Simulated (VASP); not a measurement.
# Ir (Fm-3m) in VASP: a series of runs, part 2 of 2

VASP 6.6.1.

### 4 Single point, r2SCAN

The input, POSCAR:

```
Ir
1.0
    0.0000000000      1.9228496764      1.9228496764
    1.9228496764      0.0000000000      1.9228496764
    1.9228496764      1.9228496764      0.0000000000
Ir
1
Direct
    0.0000000000      0.0000000000      0.0000000000
```

The input, INCAR.step1:

```
ALGO     = Normal         # electronic algorithm
EDIFF    = 1E-4           # SCF threshold, eV
ENCUT    = 520            # plane-wave cutoff, eV
GGA      = PE             # functional
ISMEAR   = -1             # smearing method
LASPH    = True           # aspherical terms in the spheres
LCHARG   = False          # write CHGCAR
LREAL    = False          # projectors in reciprocal space
LWAVE    = True           # write WAVECAR
NBANDS   = 10             # bands
NELM     = 100            # most SCF steps
PREC     = Accurate       # precision mode
SIGMA    = 0.1            # smearing width, eV
```

The input, INCAR.step2:

```
ALGO     = Normal         # electronic algorithm
EDIFF    = 1E-6           # SCF threshold, eV
ENCUT    = 520            # plane-wave cutoff, eV
ISIF     = 2              # what is computed and relaxed
ISMEAR   = -1             # smearing method
ISTART   = 1            
LASPH    = True           # aspherical terms in the spheres
LCHARG   = True           # write CHGCAR
LELF     = True           # ELF
LMIXTAU  = True         
LREAL    = False          # projectors in reciprocal space
LVHAR    = True         
LWAVE    = False          # write WAVECAR
METAGGA  = R2SCAN         # meta-GGA
NBANDS   = 10             # bands
NELM     = 100            # most SCF steps
PREC     = Accurate       # precision mode
SIGMA    = 0.1            # smearing width, eV
```

The input, KPOINTS:

```
k-points
0
Gamma
  5 5 5
```

Potentials or basis: VASP PAW PBE potentials, release 64 (Ir).

On the command line:

```console
$ cat potpaw_PBE.64/Ir/POTCAR > POTCAR
$ cp INCAR.step1 INCAR
$ mpirun -np 1 vasp_std > vasp.out
$ cp INCAR.step2 INCAR
$ mpirun -np 1 vasp_std > vasp.out
```

OUTCAR:

```text
EDIFF = 1E-6
   ENCUT = 520
   ISIF = 2
   ISMEAR = -1
   ISTART = 1
   LASPH = True
   LREAL = False
   METAGGA = R2SCAN
   NELM = 100
   PREC = Accurate

 ion  position               nearest neighbor table
   1  0.000  0.000  0.000-

  LATTYP: Found a face centered cubic cell.
 ALAT       =     3.8456993528

  Lattice vectors:

 A1 = (   0.0000000000,   1.9228496764,   1.9228496764)
 A2 = (   1.9228496764,   0.0000000000,   1.9228496764)
 A3 = (   1.9228496764,   1.9228496764,   0.0000000000)

Analysis of symmetry for initial positions (statically):
=====================================================================
 Subroutine PRICEL returns:
 Original cell was already a primitive cell.

 Routine SETGRP: Setting up the symmetry group for a
 face centered cubic supercell.

 Subroutine GETGRP returns: Found 48 space group operations
 (whereof 48 operations were pure point group operations)
 out of a pool of 48 trial point group operations.

The static configuration has the point symmetry O_h .

Analysis of symmetry for dynamics (positions and initial velocities):
=====================================================================
 Subroutine PRICEL returns:
 Original cell was already a primitive cell.

 Routine SETGRP: Setting up the symmetry group for a
 face centered cubic supercell.

 Subroutine GETGRP returns: Found 48 space group operations
 (whereof 48 operations were pure point group operations)
 out of a pool of 48 trial point group operations.

The dynamic configuration has the point symmetry O_h .

 Subroutine INISYM returns: Found 48 space group operations
 (whereof 48 operations are pure point group operations),
 and found     1 'primitive' translations

----------------------------------------------------------------------------------------

                                     Primitive cell

  volume of cell :      14.2189

  direct lattice vectors                    reciprocal lattice vectors
     0.000000000  1.922849676  1.922849676    -0.260030727  0.260030727  0.260030727
     1.922849676  0.000000000  1.922849676     0.260030727 -0.260030727  0.260030727
     1.922849676  1.922849676  0.000000000     0.260030727  0.260030727 -0.260030727

  length of vectors
     2.719320091  2.719320091  2.719320091     0.450386431  0.450386431  0.450386431

  position of ions in fractional coordinates (direct lattice)
     0.000000000  0.000000000  0.000000000

  ion indices of the primitive-cell ions
   primitive index   ion index
                 1           1

----------------------------------------------------------------------------------------

 KPOINTS: k-points

Automatic generation of k-mesh.
 Grid dimensions read from file:
 generate k-points for:    5    5    5

 Generating k-lattice:

  Cartesian coordinates                     Fractional coordinates (reciprocal lattice)
    -0.052006145  0.052006145  0.052006145     0.200000000  0.000000000  0.000000000
     0.052006145 -0.052006145  0.052006145     0.000000000  0.200000000  0.000000000
     0.052006145  0.052006145 -0.052006145     0.000000000  0.000000000  0.200000000

  Length of vectors
     0.090077286  0.090077286  0.090077286

  Shift w.r.t. Gamma in fractional coordinates (k-lattice)
     0.000000000  0.000000000  0.000000000

 Subroutine IBZKPT returns following result:
 ===========================================

 Found     10 irreducible k-points:

 Following reciprocal coordinates:
            Coordinates               Weight
  0.000000  0.000000  0.000000      1.000000
  0.200000  0.000000  0.000000      8.000000
  0.400000  0.000000  0.000000      8.000000
  0.200000  0.200000  0.000000      6.000000
  0.400000  0.200000  0.000000     24.000000
 -0.400000  0.200000  0.000000     24.000000
 -0.200000  0.200000  0.000000     12.000000
  0.400000  0.400000  0.000000      6.000000
 -0.400000  0.400000  0.000000     12.000000
 -0.400000  0.400000  0.200000     24.000000
   k-points           NKPTS =     10   k-points in BZ     NKDIM =     10   number of bands    NBANDS=     10
   number of dos      NEDOS =    301   number of ions     NIONS =      1
   total plane-waves  NPLWV =   8000
   dimension x,y,z NGX =    20 NGY =   20 NGZ =   20
   dimension x,y,z NGXF=    40 NGYF=   40 NGZF=   40
   ions per type =               1
   NGX,Y,Z   is equivalent  to a cutoff of  12.23, 12.23, 12.23 a.u.
   NGXF,Y,Z  is equivalent  to a cutoff of  24.45, 24.45, 24.45 a.u.
 SYSTEM =  unknown system
   PREC   = accura    normal or accurate (medium, high low for compatibility)
   ISTART =      1    job   : 0-new  1-cont  2-samecut
   ICHARG =      0    charge: 1-file 2-atom 10-const
   ISPIN  =      1    spin polarized calculation?
   LNONCOLLINEAR =      F non collinear calculations
   LSORBIT =      F    spin-orbit coupling
   LASPH  =      T    aspherical Exc in radial PAW
   ENCUT  =  520.0 eV  38.22 Ry    6.18 a.u.   5.06  5.06  5.06*2*pi/ulx,y,z
   NELM   =    100;   NELMIN=  2; NELMDL=  0     # of ELM steps
   EDIFF  = 0.1E-05   stopping-criterion for ELM
   LREAL  =      F    real-space projection
   EDIFFG = 0.1E-04   stopping-criterion for IOM
   NSW    =      0    number of steps for IOM
   IBRION =     -1    ionic relax: 0-MD 1-quasi-New 2-CG
   NFREE  =      0    steps in history (QN), initial steepest desc. (CG)
   ISIF   =      2    stress and relaxation
   ISYM   =      2    0-nonsym 1-usesym 2-fastsym
   POTIM  = 0.5000    time-step for ionic-motion
   TEBEG  =    0.0;   TEEND  =   0.0 temperature during run
   PSTRESS=    0.0 pullay stress
   NELECT =       9.0000    total number of electrons
   NUPDOWN=      -1.0000    fix difference up-down
   EMIN   =  10.00;   EMAX   =-10.00  energy-range for DOS
   EFERMI =   0.00;   METHOD = LEGACY
   ISMEAR =    -1;   SIGMA  =   0.10  broadening in eV -4-tet -1-fermi 0-gaus
   EFERMI_NEDOS =   21; number of points for ismear=-14 and -15
   IALGO  =     38    algorithm
   IMIX   =      4    mixing-type and parameters
     AMIX     =   0.40;   BMIX     =  1.00
     AMIX_MAG =   1.60;   BMIX_MAG =  1.00
  volume/ion in A,a.u.               =      14.22        95.95
  Fermi-wavevector in a.u.,A,eV,Ry     =   1.405617  2.656231 26.881835  1.975759
  Thomas-Fermi vector in A             =   2.528060
   LORBIT       =      0    0 simple, 1 ext, 2 COOP (PROOUT), +10 PAW based schemes
   METAGGA = R2SCAN    functional components
   LHFCALC =     F    Hartree Fock is set to
   AEXX    =    0.0000 exact exchange contribution
   IVDW    =     0    specifies the selected vdW correction
   LEPSILON=     F    determine dielectric tensor
   LRPA    =     F    only Hartree local field effects (RPA)
 non-spin polarized calculation
  energy-cutoff  :      520.00
  volume of cell :       14.22
 maximum number of plane-waves:       391
   NGX = 11   NGY = 11   NGZ = 11

 number of electron       9.0000000 magnetization

 Free energy of the ion-electron system (eV)
  ---------------------------------------------------
  ext. energy  EPLUGINS =         0.00000000
  ---------------------------------------------------
  free energy    TOTEN  =       -52.14901369 eV

  energy without entropy =      -52.08316083  energy(sigma->0) =      -52.11608726

 E-fermi :  10.4889     XC(G=0): -15.2967

 val. band max:       10.4145765467   @ k =  -0.4000   0.2000   0.0000
 cond. band min:      10.5346254097   @ k =   0.4000   0.0000   0.0000
 fundamental gap:      0.1200488629
 Fermi energy:        10.4888684932

 k-point     1 :       0.0000    0.0000    0.0000
  band No.  band energies     occupation
      1      -1.3843      2.00000
      2       6.1290      2.00000
      3       6.1290      2.00000
      4       6.1290      2.00000
      5       8.8067      2.00000
      6       8.8067      2.00000
      7      25.1702      0.00000
      8      31.0349      0.00000
      9      31.0349      0.00000
     10      31.0349      0.00000
[... 105 lines left out ...]
 k-point    10 :      -0.4000    0.4000    0.2000
  band No.  band energies     occupation
      1       3.7744      2.00000
      2       4.3062      2.00000
      3       5.3726      2.00000
      4       8.7443      2.00000
      5      10.7442      0.14444
      6      15.3639      0.00000
      7      20.7378      0.00000
      8      22.0300      0.00000
      9      25.7809      0.00000
     10      34.8876      0.00000

------------------------ aborting loop because EDIFF is reached ----------------------------------------

  FORCE on cell =-STRESS in cart. coord.  units (eV):
  Direction    XX          YY          ZZ          XY          YZ          ZX
  --------------------------------------------------------------------------------------
  -------------------------------------------------------------------------------------
  Total        0.6212605      0.6212605      0.6212605      0.0000000      0.0000000      0.0000000
  in kB       70.0032746     70.0032746     70.0032746      0.0000000      0.0000000      0.0000000
  external PRESSURE =      70.0032746 kB  Pullay stress =       0.0000000 kB

 VOLUME and BASIS-vectors are now :
 -----------------------------------------------------------------------------
  energy-cutoff  :      520.00
  volume of cell :       14.22
      direct lattice vectors                 reciprocal lattice vectors
     0.000000000  1.922849676  1.922849676    -0.260030727  0.260030727  0.260030727
     1.922849676  0.000000000  1.922849676     0.260030727 -0.260030727  0.260030727
     1.922849676  1.922849676  0.000000000     0.260030727  0.260030727 -0.260030727

 POSITION                                       TOTAL-FORCE (eV/Angst)
 -----------------------------------------------------------------------------------
      0.00000      0.00000      0.00000        -0.000000      0.000000      0.000000
 -----------------------------------------------------------------------------------
    total drift:                                0.000000      0.000000     -0.000000

  FREE ENERGIE OF THE ION-ELECTRON SYSTEM (eV)
  ---------------------------------------------------
  free  energy   TOTEN  =       -52.1490136854 eV

  energy  without entropy=      -52.0831608252  energy(sigma->0) =      -52.11608726
```

Wall time 6.9 s (1 thread of Intel Xeon 6975P-C (Granite Rapids), shared host); peak memory 0.12 GiB.

What came out:

| Property | Result |
| --- | --- |
| Free energy | -52.1490 eV |
| Pressure | 7.0 GPa |

Caveat: the k points lie up to 0.57 Å⁻¹ apart; the PAW data sets were made with another functional, which shifts forces and pressure a little; spin-orbit coupling is left out, which moves the levels of the heavy elements.

### 5 Single point, r2SCAN

POSCAR is that of step 4.

The input, INCAR.step1:

```
SYSTEM = Ir
ALGO     = Normal         ! electronic algorithm
EDIFF    = 1E-4           ! SCF threshold, eV
ENCUT    = 520            ! plane-wave cutoff, eV
GGA      = PE             ! functional
ISMEAR   = -1             ! smearing method
LASPH    = .True.         ! aspherical terms in the spheres
LCHARG   = .False.        ! write CHGCAR
LREAL    = .False.        ! projectors in reciprocal space
LWAVE    = .True.         ! write WAVECAR
NBANDS   = 10             ! bands
NELM     = 60             ! most SCF steps
PREC     = Accurate       ! precision mode
SIGMA    = 0.1            ! smearing width, eV
```

The input, INCAR.step2:

```
SYSTEM = Ir
ALGO     = Normal         ! electronic algorithm
EDIFF    = 1E-6           ! SCF threshold, eV
ENCUT    = 520            ! plane-wave cutoff, eV
ISIF     = 2              ! what is computed and relaxed
ISMEAR   = -1             ! smearing method
ISTART   = 1            
LASPH    = .True.         ! aspherical terms in the spheres
LCHARG   = .True.         ! write CHGCAR
LELF     = .True.         ! ELF
LMIXTAU  = .True.       
LREAL    = .False.        ! projectors in reciprocal space
LVHAR    = .True.       
LWAVE    = .False.        ! write WAVECAR
METAGGA  = R2SCAN         ! meta-GGA
NBANDS   = 10             ! bands
NELM     = 60             ! most SCF steps
PREC     = Accurate       ! precision mode
SIGMA    = 0.1            ! smearing width, eV
```

The input, KPOINTS:

```
k-points
0
Gamma
  7 7 7
  0 0 0
```

On the command line:

```console
$ cat potpaw_PBE.64/Ir/POTCAR > POTCAR
$ cp INCAR.step1 INCAR
$ mpirun -np 1 vasp_std > vasp.out
$ cp INCAR.step2 INCAR
$ mpirun -np 1 vasp_std > vasp.out
```

Wall time 8 s (1 thread of Intel Xeon 6975P-C (Granite Rapids), shared host); peak memory 0.13 GiB.

The run converged. Its results:

| Quantity | Value |
| --- | --- |
| Free energy | -52.4578 eV |
| Pressure | 0.9 GPa |

Levels at points of the mesh, in eV from the Fermi level:
```tsv
k point	band 1	band 2	band 3	band 4	band 5	band 6	band 7	band 8
(0.00, 0.00, 0.00)	-11.54	-4.03	-4.03	-4.03	-1.35	-1.35	15.04	20.88
```

Caveat: the k points lie up to 0.40 Å⁻¹ apart; the PAW data sets were made with another functional, which shifts forces and pressure a little; spin-orbit coupling is left out, which moves the levels of the heavy elements.

### 6 The runs side by side

```tsv
k mesh	gap on the mesh (eV)	pressure (GPa)
2 × 2 × 2	none	80.4
4 × 4 × 4	none	-8.0
5 × 5 × 5	none	7.0
7 × 7 × 7	none	0.9
```

Alike in all rows: task single point; level r2SCAN; potentials or basis VASP PAW PBE potentials, release 64 (Ir); no spin polarisation; cell as given; cutoff (eV) 520; smearing fermi-dirac 0.1 eV.

Caveats: all runs use coarse meshes; the PAW data sets were made with another functional, which shifts forces and pressure a little; spin-orbit coupling is left out, which moves the levels of the heavy elements.

Absolute energies hang on the potentials; compare differences alone.
